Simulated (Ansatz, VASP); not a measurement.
# One calculation of Ga2O3, two programs

```
CELL_PARAMETERS angstrom
1.40272 0.00000 -5.70769
0.00000 3.08351 0.00000
11.05214 0.00000 5.73068
ATOMIC_POSITIONS crystal
Ga 0.29519 0.00000 0.08991
Ga 0.79519 0.50000 0.58991
Ga 0.70481 0.00000 0.91009
Ga 0.20481 0.50000 0.41009
Ga 0.34430 0.00000 0.65850
Ga 0.84430 0.50000 0.15850
Ga 0.65570 0.00000 0.34150
Ga 0.15570 0.50000 0.84150
O 0.05428 0.00000 0.16349
O 0.55428 0.50000 0.66349
O 0.94572 0.00000 0.83651
O 0.44572 0.50000 0.33651
O 0.60934 0.00000 0.17370
O 0.10934 0.50000 0.67370
O 0.39066 0.00000 0.82630
O 0.89066 0.50000 0.32630
O 0.23934 0.00000 0.49602
O 0.73934 0.50000 0.99602
O 0.76066 0.00000 0.50398
O 0.26066 0.50000 0.00398
```

Alike in both runs: task single point; functional PBE; k mesh 5 × 9 × 3; occupations gaussian, width 0.05 eV; no spin polarisation.

|  | VASP | Ansatz |
| --- | --- | --- |
| version | VASP 6.6.1 | Ansatz 0.2.0 |
| potentials or method | VASP PAW PBE potentials, release 64 (Ga_d, O), cutoff 520 eV | scalar-relativistic, plane waves, PAW |
| valence electrons in the cell | 176 | 176 |

```tsv
	VASP	Ansatz	Ansatz less VASP
gap on the k mesh at the Fermi level (eV)	2.00	2.02	+0.017
least direct gap on the mesh (eV)	2.02	2.03	+0.015
pressure (GPa)	0.6	0.0	-0.63
traceless stress, the component that is largest in VASP (GPa)	0.08	-0.01	-0.088
rms of the force components (eV/Å)	0.008	0.001	-0.0075
```

Atom by atom the forces differ by 0.008 eV/Å (rms over components). The functional is the same, so the differences come from potentials, cutoffs and numerics.
